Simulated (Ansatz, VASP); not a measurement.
TaTeP in VASP and in Ansatz

```
Ta Te P
1.0
     3.47817    0.00000    0.00000
     0.00000    3.47817    0.00000
     0.00000    0.00000    5.69261
Ta Te P
1 1 1
Direct
  0.50000 0.50000 0.50000
  0.50000 0.50000 0.00000
  0.00000 0.00000 0.50000
```

Alike in both runs: functional PBE; k mesh 6 × 6 × 4; occupations gaussian, width 0.1 eV; no spin polarisation.

Ansatz relaxed the structure, and its values are those at the end. VASP's run is a single point on that final structure, the one shown.

```csv
,VASP,Ansatz
version,VASP 6.6.1,Ansatz 0.2.0
potentials or method,"VASP PAW PBE potentials, release 64 (Ta_pv, Te, P), cutoff 520 eV","scalar-relativistic, plane waves, PAW"
valence electrons in the cell,22,34
```

```tsv
	VASP	Ansatz	Ansatz less VASP
gap on the k mesh at the Fermi level (eV)	none	none	-
pressure (GPa)	0.0	0.0	-0.02
```

A gap of «none» marks a metal or a gap that the smearing closes. The functional is the same, so the differences come from potentials, cutoffs and numerics. VASP's potentials hold 22 valence electrons a cell and Ansatz's 34, so a difference there can come from the potentials and not from the codes.

Neither program's run includes spin-orbit coupling.
